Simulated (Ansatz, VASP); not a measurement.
# One calculation of HfO2, two programs

The input INCAR:

```
ALGO     = Normal         # electronic algorithm
EDIFF    = 1E-6           # SCF threshold, eV
ENCUT    = 520            # plane-wave cutoff, eV
GGA      = PE             # functional
ISIF     = 2              # what is computed and relaxed
ISMEAR   = 0              # smearing method
LASPH    = True           # aspherical terms in the spheres
LCHARG   = True           # write CHGCAR
LELF     = True           # ELF
LREAL    = False          # projectors in reciprocal space
LVHAR    = True         
LWAVE    = False          # write WAVECAR
NBANDS   = 56             # bands
NELM     = 100            # most SCF steps
PREC     = Accurate       # precision mode
SIGMA    = 0.01           # smearing width, eV
```

The input KPOINTS:

```
k-points
0
Gamma
  4 4 4
```

Contents of POSCAR:

```
HfO2
1.0
    5.1501000000      0.0000000000      0.0000000000
    0.0000000000      5.1852000000      0.0000000000
   -0.8308500000      0.0000000000      5.2767900000
Hf O
4 8
Direct
    0.2800000000      0.0492000000      0.2170000000
    0.7200000000      0.5492000000      0.2830000000
    0.7200000000      0.9508000000      0.7830000000
    0.2800000000      0.4508000000      0.7170000000
    0.0693000000      0.3265000000      0.3429000000
    0.9307000000      0.8265000000      0.1571000000
    0.9307000000      0.6735000000      0.6571000000
    0.0693000000      0.1735000000      0.8429000000
    0.4607000000      0.7489000000      0.4888000000
    0.5393000000      0.2489000000      0.0112000000
    0.5393000000      0.2511000000      0.5112000000
    0.4607000000      0.7511000000      0.9888000000
```

Input for Ansatz:

```yaml
crystal:
  lattice:
    - [5.1501, 0.0, 0.0]
    - [0.0, 5.1852, 0.0]
    - [-0.83085, 0.0, 5.27679]
  atoms:
    - { symbol: Hf, position: [0.28, 0.0492, 0.217] }
    - { symbol: Hf, position: [0.72, 0.5492, 0.283] }
    - { symbol: Hf, position: [0.72, 0.9508, 0.783] }
    - { symbol: Hf, position: [0.28, 0.4508, 0.717] }
    - { symbol: O, position: [0.0693, 0.3265, 0.3429] }
    - { symbol: O, position: [0.9307, 0.8265, 0.1571] }
    - { symbol: O, position: [0.9307, 0.6735, 0.6571] }
    - { symbol: O, position: [0.0693, 0.1735, 0.8429] }
    - { symbol: O, position: [0.4607, 0.7489, 0.4888] }
    - { symbol: O, position: [0.5393, 0.2489, 0.0112] }
    - { symbol: O, position: [0.5393, 0.2511, 0.5112] }
    - { symbol: O, position: [0.4607, 0.7511, 0.9888] }
hamiltonian:
  xc: pbe
  pseudopotentials: { kind: paw }
basis:
  ecutwfc: 420
kpoints:
  mp_grid: { grid: [4, 4, 4] }
scf:
  occupations: { method: fixed }
  lower_state_search: "off"
  max_iter: 50
output:
  forces: true
  stress: true
```

Alike in both runs: task single point; functional PBE; k mesh 4 × 4 × 4; no spin polarisation.

|  | VASP | Ansatz |
| --- | --- | --- |
| version | VASP 6.6.1 | Ansatz 0.2.0 |
| potentials or method | VASP PAW PBE potentials, release 64 (Hf_pv, O), cutoff 520 eV | PAW, plane waves, scalar-relativistic |
| occupations | gaussian, width 0.01 eV | fixed |
| valence electrons in the cell | 88 | 152 |

VASP gave:

| Property | Result |
| --- | --- |
| pressure (GPa) | -0.1 |
| traceless stress, the component that is largest in VASP (GPa) | -2.88 |
| rms of the force components (eV/Å) | 0.703 |

Problem. What did Ansatz give for the same quantities?

Solution. Pressure (GPa): 3.0; traceless stress, the component that is largest in VASP (GPa): -2.88; rms of the force components (eV/Å): 0.714.

Atom by atom the forces differ by 0.036 eV/Å (rms over components). VASP's potentials hold 88 valence electrons a cell and Ansatz's 152, so a difference there can come from the potentials and not from the codes.

Neither program's run includes spin-orbit coupling.
